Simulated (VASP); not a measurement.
The system is Ni.

```xyz
4
Lattice="2.4918 0.0000 0.0000 -1.2459 2.1579 0.0000 0.0000 0.0000 8.1381" Properties=species:S:1:pos:R:3 pbc="T T T"
Ni    0.0000    0.0000    0.0000
Ni    0.0000    0.0000    4.0690
Ni    0.0000    1.4386    2.0345
Ni    1.2459    0.7193    6.1036
```

This isn't the form of Ni at room conditions, which is fcc.

- Program: VASP 6.6.1
- Task: relaxation of cell and atoms
- Functional: BLYP
- Potentials or basis: VASP PAW PBE potentials, release 64 (Ni)
- Cutoff: 600 eV
- k mesh: 14 × 14 × 4
- Occupations: fermi-dirac, width 0.05 eV
- Spin: collinear spin, antiferromagnetic start
- Starting moments: [0.8, 0.8, -0.8, -0.8] μB

At the start: pressure 8.0 GPa; volume 10.94 Å³/atom.

Task: Where does the relaxation end?

Result: Over 9 steps the energy falls by 11.6 meV/atom and the volume is 11.43 Å³/atom (+4.4 %); space group P6_3/mmc (No. 194, to 0.1 Å) before and after; moment 0.04 μB per cell.

The path:
| step | energy change (eV) | largest force (eV/Å) | pressure (GPa) | volume (Å³) |
| --- | --- | --- | --- | --- |
| 1 | 0.0000 | 0.0000 | 7.97 | 43.76 |
| 2 | -0.0189 | 0.0000 | -5.37 | 47.30 |
| 3 | -0.0462 | 0.0000 | 0.19 | 45.70 |
| 4 | -0.0461 | 0.0000 | -0.03 | 45.76 |
| 5 | -0.0464 | 0.0000 | -0.28 | 45.76 |
| 6 | -0.0465 | 0.0000 | -0.24 | 45.76 |
| 7 | -0.0465 | 0.0000 | -0.23 | 45.76 |
| 8 | -0.0465 | 0.0000 | 0.11 | 45.64 |
| 9 | -0.0465 | 0.0000 | -0.03 | 45.70 |

Final structure:
```cif
data_structure
_symmetry_space_group_name_H-M 'P 1'
_symmetry_Int_Tables_number 1
_cell_length_a 2.5221
_cell_length_b 2.5221
_cell_length_c 8.2962
_cell_angle_alpha 90.000
_cell_angle_beta 90.000
_cell_angle_gamma 120.000
_cell_volume 45.70
loop_
_atom_site_label
_atom_site_type_symbol
_atom_site_fract_x
_atom_site_fract_y
_atom_site_fract_z
_atom_site_occupancy
Ni1 Ni 0.00000 0.00000 0.00000 1
Ni2 Ni 0.00000 0.00000 0.50000 1
Ni3 Ni 0.33333 0.66667 0.25000 1
Ni4 Ni 0.66667 0.33333 0.75000 1
```

Caveat: the highest band is partly filled, so the run has too few bands; the PAW data sets were made with another functional, which shifts forces and pressure a little.
